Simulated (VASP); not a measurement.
Runs of VASP 6.6.1 on Ge. The structure is that of space group I4_1/amd (No. 141), or close to it. The cells are those of the table. 

```tsv
cell	gap on the mesh (eV)	pressure (GPa)
a = 4.013, b = 4.013, c = 3.680 Å, angles 62.7, 62.7, 54.6°, 2 atoms	none	11.6
a = 3.844, b = 3.844, c = 3.680 Å, angles 61.4, 61.4, 57.2°, 2 atoms	none	21.7
a = 3.928, b = 3.928, c = 3.680 Å, angles 62.1, 62.1, 55.9°, 2 atoms	none	16.2
a = 3.844, b = 3.844, c = 4.000 Å, angles 58.6, 58.6, 62.7°, 2 atoms	none	(a)
a = 3.761, b = 3.761, c = 3.840 Å, angles 59.3, 59.3, 61.4°, 2 atoms	none	21.7
```

Alike in all rows: task single point; level PBE; potentials or basis VASP PAW PBE potentials, release 64 (Ge_d); no spin polarisation; k mesh 14 × 14 × 14; cutoff (eV) 500; smearing gaussian 0.15 eV.

Problem. Fill in the values left out.

Solution. (a) 11.0.

A k mesh can miss the band edges, and the runs leave out spin-orbit coupling on Ge.

A gap of «none» marks levels without a gap at the run's occupations.
